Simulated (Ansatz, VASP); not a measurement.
## Be3Te4: VASP beside Ansatz

```
CELL_PARAMETERS angstrom
10.65741 0.00000 0.00000
-5.32870 9.22959 0.00000
0.00000 0.00000 3.95115
ATOMIC_POSITIONS crystal
Be 0.40266 0.17686 0.75000
Be 0.77420 0.59734 0.75000
Be 0.82314 0.22580 0.75000
Be 0.22580 0.40266 0.25000
Be 0.17686 0.77420 0.25000
Be 0.59734 0.82314 0.25000
Te 0.66667 0.33333 0.75000
Te 0.96753 0.31458 0.25000
Te 0.68542 0.65294 0.25000
Te 0.34706 0.03247 0.25000
Te 0.33333 0.66667 0.25000
Te 0.31458 0.34706 0.75000
Te 0.65294 0.96753 0.75000
Te 0.03247 0.68542 0.75000
```

Alike in both runs: task relaxation of cell and atoms; functional PBE; k mesh 6 × 6 × 8; occupations gaussian, width 0.1 eV; no spin polarisation.

```csv
,VASP,Ansatz
version,VASP 6.6.1,Ansatz 0.2.0
potentials or method,"VASP PAW PBE potentials, release 64 (Be, Te), cutoff 600 eV","scalar-relativistic, plane waves, PAW"
valence electrons in the cell,60,140
```

Ansatz gave:

- gap on the k mesh at the Fermi level, each at its own relaxed structure (eV): none
- relaxed volume (Å³/atom): 27.67
- relaxed length of the cell vector where the two differ most in proportion (Å): 3.932

Problem. Estimate VASP's values.

Solution. gap on the k mesh at the Fermi level, each at its own relaxed structure (eV): none; relaxed volume (Å³/atom): 27.72; relaxed length of the cell vector where the two differ most in proportion (Å): 3.935.

A gap of «none» marks a metal or a gap that the smearing closes. VASP's potentials hold 60 valence electrons a cell and Ansatz's 140, so a difference there can come from the potentials and not from the codes.

Spin-orbit coupling is off throughout.
